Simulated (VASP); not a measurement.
CrO2:

```
CELL_PARAMETERS angstrom
4.42100 0.00000 0.00000
0.00000 4.42100 0.00000
0.00000 0.00000 2.91700
ATOMIC_POSITIONS crystal
Cr 0.50000 0.50000 0.50000
Cr 0.00000 0.00000 0.00000
O 0.80100 0.19900 0.50000
O 0.69900 0.69900 0.00000
O 0.19900 0.80100 0.50000
O 0.30100 0.30100 0.00000
```

Base run:

* Program: VASP 6.6.1
* Functional: PBEsol
* Potentials or basis: VASP PAW PBE potentials, release 64 (Cr_pv, O)
* Cutoff: 520 eV
* k mesh: 6 × 6 × 9
* Occupations: fermi-dirac, width 0.05 eV
* Spin: collinear spin, ferromagnetic start
* Starting moments: [4.5, 4.5, 0.0, 0.0, 0.0, 0.0] μB

Its results: band gap on the k mesh zero (filled and empty bands overlap); pressure -5.9 GPa; net moment 4.00 μB per cell; site moments Cr +2.08; O -0.07 μB; largest force 0.329 eV/Å.

The run is repeated on the same cell with these changes: spin from collinear spin, ferromagnetic start to collinear spin, antiferromagnetic start; moments at the start from [4.5, 4.5, 0.0, 0.0, 0.0, 0.0] to [3.0, -3.0, 0.0, 0.0, 0.0, 0.0]. What comes out?

Band gap on the k mesh zero (filled and empty bands overlap); pressure -7.0 GPa; net moment 0.00 μB per cell; site moments Cr +1.75, -1.75; O +0.02, -0.02 (each value once) μB; largest force 0.463 eV/Å.

Caveats: the cell stands under tension; the PAW data sets were made with another functional, which shifts forces and pressure a little; semilocal functionals often make such compounds metallic where correlation or magnetic order opens a gap, which also shifts bond lengths.
